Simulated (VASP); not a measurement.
Ca:

```
Ca
1.0
     0.00000    2.79420    2.79420
     2.79420    0.00000    2.79420
     2.79420    2.79420    0.00000
Ca
1
Direct
  0.00000 0.00000 0.00000
```

| Property | Result |
| --- | --- |
| Program | VASP 6.6.1 |
| Task | relaxation of cell and atoms |
| Functional | LDA |
| Potentials or basis | VASP PAW LDA potentials, release 64 (Ca_sv) |
| Cutoff | 600 eV |
| k mesh | 7 × 7 × 7 |
| Occupations | fermi-dirac, width 0.1 eV |
| Spin | no spin polarisation |

At the start: pressure -2.1 GPa; volume 43.63 Å³/atom.

Question: Where does the relaxation end?

Answer: Over 4 steps the energy falls by 38.9 meV/atom and the volume is 38.20 Å³/atom (-12.4 %); space group Fm-3m (No. 225, to 0.05 Å).

The path:
```
step  energy change (eV)  largest force (eV/Å)  pressure (GPa)  volume (Å³)
   1              0.0000                0.0000           -2.11        43.63
   2             -0.0335                0.0000           -0.88        40.11
   3             -0.0389                0.0000           -0.05        38.31
   4             -0.0389                0.0000            0.00        38.20
```

Final structure:
```yaml
crystal:
  lattice:
    - [0.00000, 2.67312, 2.67312]
    - [2.67312, 0.00000, 2.67312]
    - [2.67312, 2.67312, 0.00000]
  atoms:
    - { symbol: Ca, position: [0.00000, 0.00000, 0.00000] }
```

Caveat: the volume moved by -12 % from the deposited cell, more than functionals usually miss.
